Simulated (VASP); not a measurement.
# InTe4W (P4/mmm) in VASP: a series of runs, part 2 of 2

VASP 6.6.1.

### 4 Relaxation of cell and atoms, PBE

Contents of INCAR:

```
PREC     = Accurate       # precision mode
ENCUT    = 600            # plane-wave cutoff, eV
EDIFF    = 1E-7           # SCF threshold, eV
ISMEAR   = 0              # smearing method
SIGMA    = 0.1            # smearing width, eV
LREAL    = False          # projectors in reciprocal space
LASPH    = True           # aspherical terms in the spheres
NELM     = 100            # most SCF steps
ALGO     = Normal         # electronic algorithm
ISIF     = 3              # what is computed and relaxed
LWAVE    = False          # write WAVECAR
LCHARG   = False          # write CHGCAR
GGA      = PE             # functional
IBRION   = 2              # ionic algorithm
NSW      = 90             # ionic steps
EDIFFG   = -0.04          # ionic threshold
```

Contents of KPOINTS:

```
Automatic mesh
0
Gamma
  4 4 4
```

Contents of POSCAR:

```
InTe4W
1.0
    6.3258751400      0.0000000000      0.0000000000
    0.0000000000      6.3258751400      0.0000000000
    0.0000000000      0.0000000000      4.8680180900
In Te W
1 4 1
Direct
    0.0000000000      0.0000000000      0.5000000000
    0.2899167300      0.0000000000      0.0000000000
    0.7100832700      0.0000000000      0.0000000000
    0.0000000000      0.2899167300      0.0000000000
    0.0000000000      0.7100832700      0.0000000000
    0.5000000000      0.5000000000      0.0000000000
```

On the command line:

```bash
> cat potpaw_PBE.64/In_d/POTCAR potpaw_PBE.64/Te/POTCAR potpaw_PBE.64/W_sv/POTCAR > POTCAR
> mpirun -np 1 vasp_std > vasp.out
```

Run time: 41 min. Hardware: 1 thread of Intel Xeon 6975P-C (Granite Rapids), shared host; peak memory 0.46 GiB.

It converged, with:

```
Free energy                            : -19.6682 eV
Relaxed volume                         : 35.35 Å³/atom
Relaxed cell                           : a = 8.213 Å, b = 8.213 Å, c = 3.144 Å, α = 90.00°, β = 90.00°, γ = 90.00°
Space group after relaxing (to 0.05 Å) : P4/mmm (No. 123)
Energy gained by relaxing              : 734.1 meV/atom
Ionic steps                            : 28
Pressure after relaxing                : 0.0 GPa
```

The path:
```
step  energy change (eV)  largest force (eV/Å)  pressure (GPa)  volume (Å³)
   1              0.0000                3.4017           17.07       194.80
   2             -2.1853                0.0664           -3.35       308.11
   3             -3.0430                0.1331            0.10       251.88
   4             -3.0430                0.1468           -0.05       253.12
   5             -3.0481                0.0403           -0.19       253.24
   6             -3.0495                0.0472           -0.31       253.34
   7             -3.0542                0.0899           -0.19       251.08
   8             -3.0597                0.1732            0.07       246.72
   9             -3.0546                0.3451            0.67       238.10
  10             -3.0606                0.2150            0.20       244.59
  11             -3.0632                0.2200            0.22       243.80
  12             -3.0714                0.2319            0.27       241.41
  13             -3.0875                0.2438            0.40       236.61
  14             -3.1038                0.2619            0.84       226.91
  15             -3.1150                0.2359            0.69       226.48
  16             -3.1328                0.2497            0.36       225.25
  17             -3.1497                0.2094           -0.17       222.20
  18             -3.3278                0.0308           -0.57       213.66
  19             -2.2416                0.3018           12.35       186.04
  20             -3.4032                0.1269           -0.92       212.01
  21             -4.2986                0.2107            1.99       200.59
  22             -3.8850                0.0982            6.04       193.72
  23             -4.3036                0.2092            2.48       199.52
  24             -4.3071                0.1300            2.66       201.29
  25             -4.3173                0.1699            2.55       200.48
  26             -4.3530                0.1262            1.92       203.06
  27             -4.4038                0.0127            0.23       210.95
  28             -4.4046                0.0018            0.01       212.07
```

Final structure:
```
In Te W
1.0
     8.21286    0.00000    0.00000
     0.00000    8.21286    0.00000
     0.00000    0.00000    3.14412
In Te W
1 4 1
Direct
  0.00000 0.00000 0.50000
  0.32624 0.00000 0.00000
  0.67376 0.00000 0.00000
  0.00000 0.32624 0.00000
  0.00000 0.67376 0.00000
  0.50000 0.50000 0.00000
```

Levels at points of the mesh, in eV from the Fermi level:
| k point | band 21 | band 22 | band 23 | band 24 | band 25 | band 26 | band 27 | band 28 | band 29 | band 30 |
| --- | --- | --- | --- | --- | --- | --- | --- | --- | --- | --- |
| (0.00, 0.00, 0.00) | -1.18 | -0.72 | -0.51 | -0.23 | -0.09 | -0.03 | 1.43 | 1.43 | 2.18 | 2.79 |
| (0.50, 0.00, 0.00) | -0.95 | -0.80 | -0.44 | 0.00 | 0.23 | 1.42 | 1.43 | 1.97 | 2.38 | 2.62 |
| (0.50, 0.50, 0.00) | -1.37 | -0.27 | -0.22 | 0.11 | 1.42 | 1.42 | 1.68 | 2.63 | 2.63 | 3.12 |
| (0.00, 0.00, 0.50) | -1.21 | -1.21 | -1.03 | -0.87 | -0.87 | 0.03 | 0.24 | 0.45 | 1.48 | 1.76 |
| (0.50, 0.00, 0.50) | -1.26 | -1.08 | -0.88 | -0.73 | -0.22 | 0.19 | 0.31 | 0.44 | 0.71 | 0.72 |
| (0.50, 0.50, 0.50) | -2.07 | -0.84 | -0.84 | -0.64 | -0.43 | 0.24 | 0.43 | 0.43 | 0.59 | 0.66 |

Caveat: spin-orbit coupling is left out, which moves the levels of the heavy elements.

### 5 Single point, PBE

This run uses another cell than the first one, of 38.09 Å³/atom, 1.173 times its volume.

Contents of INCAR:

```
SYSTEM = InTe4W
PREC = Accurate
ENCUT = 520
EDIFF = 1E-6
ISMEAR = 0
SIGMA = 0.1
LREAL = .FALSE.
LASPH = .TRUE.
NELM = 60
ALGO = Normal
ISIF = 2
LWAVE = .FALSE.
LCHARG = .FALSE.
GGA = PE
NBANDS = 34
```

Contents of KPOINTS:

```
regular mesh
0
G
  6 6 10
  0 0 0
```

Contents of POSCAR:

```
InTe4W
1.0
    8.8578367122      0.0000000000      0.0000000000
    0.0000000000      8.8578367122      0.0000000000
    0.0000000000      0.0000000000      2.9126566347
In Te W
1 4 1
Direct
    0.0000000000      0.0000000000      0.5000000000
    0.3379690379      0.0000000000      0.0000000000
    0.6620309621      0.0000000000      0.0000000000
    0.0000000000      0.3379690379      0.0000000000
    0.0000000000      0.6620309621      0.0000000000
    0.5000000000      0.5000000000      0.0000000000
```

On the command line:

```bash
> cat potpaw_PBE.64/In_d/POTCAR potpaw_PBE.64/Te/POTCAR potpaw_PBE.64/W_sv/POTCAR > POTCAR
> mpirun -np 1 vasp_std > vasp.out
```

Wall time 4 min (1 thread of Intel Xeon 6975P-C (Granite Rapids), shared host); peak memory 0.65 GiB.

It converged, with:

```
Free energy : -20.0135 eV
Pressure    : 0.0 GPa
```

Levels at points of the mesh, in eV from the Fermi level:
| k point | band 21 | band 22 | band 23 | band 24 | band 25 | band 26 | band 27 | band 28 | band 29 | band 30 |
| --- | --- | --- | --- | --- | --- | --- | --- | --- | --- | --- |
| (0.00, 0.00, 0.00) | -1.90 | -1.90 | -1.18 | -0.92 | -0.27 | -0.13 | 2.10 | 2.10 | 2.74 | 2.74 |
| (0.50, 0.00, 0.00) | -1.76 | -1.36 | -0.71 | -0.20 | -0.12 | 1.06 | 1.75 | 2.10 | 2.10 | 2.37 |
| (0.50, 0.50, 0.00) | -1.96 | -0.57 | -0.27 | -0.11 | 0.34 | 1.63 | 2.00 | 2.00 | 2.10 | 2.10 |
| (0.00, 0.00, 0.50) | -1.20 | -1.20 | -0.82 | -0.82 | -0.22 | 0.41 | 0.49 | 0.64 | 0.85 | 1.19 |
| (0.50, 0.00, 0.50) | -1.20 | -1.18 | -0.96 | -0.86 | -0.29 | 0.22 | 0.47 | 0.65 | 0.69 | 0.72 |
| (0.50, 0.50, 0.50) | -1.35 | -1.30 | -1.19 | -1.19 | -0.45 | 0.49 | 0.58 | 0.58 | 0.64 | 0.73 |

Caveat: spin-orbit coupling is left out, which moves the levels of the heavy elements.

### 6 The runs side by side

| task | cell | k mesh | cutoff (eV) | gap on the mesh (eV) | pressure (GPa) | largest force (eV/Å) |
| --- | --- | --- | --- | --- | --- | --- |
| single point | a = 6.326, b = 6.326, c = 4.868 Å, 6 atoms | 4 × 4 × 4 | 520 | none | 17.1 | 3.40 |
| single point | a = 7.297, b = 7.297, c = 4.212 Å, 6 atoms | 4 × 4 × 4 | 520 | none | 0.0 | 0.01 |
| relaxation of cell and atoms | relaxed from a = 6.326, b = 6.326, c = 4.868 Å, 6 atoms | 4 × 4 × 4 | 600 | none | 0.0 | - |
| single point | a = 8.858, b = 8.858, c = 2.913 Å, 6 atoms | 6 × 6 × 10 | 520 | none | 0.0 | - |

Alike in all rows: level PBE; potentials or basis VASP PAW PBE potentials, release 64 (In_d, Te, W_sv); no spin polarisation; smearing gaussian 0.1 eV.

Caveats: some runs use coarse meshes; spin-orbit coupling is left out, which moves the levels of the heavy elements; forces of over 1 eV/Å act on the atoms, so gaps and moduli don't describe the material at rest (some runs).

Total energies depend on the potentials used, so only differences within one code and one set of settings carry meaning.
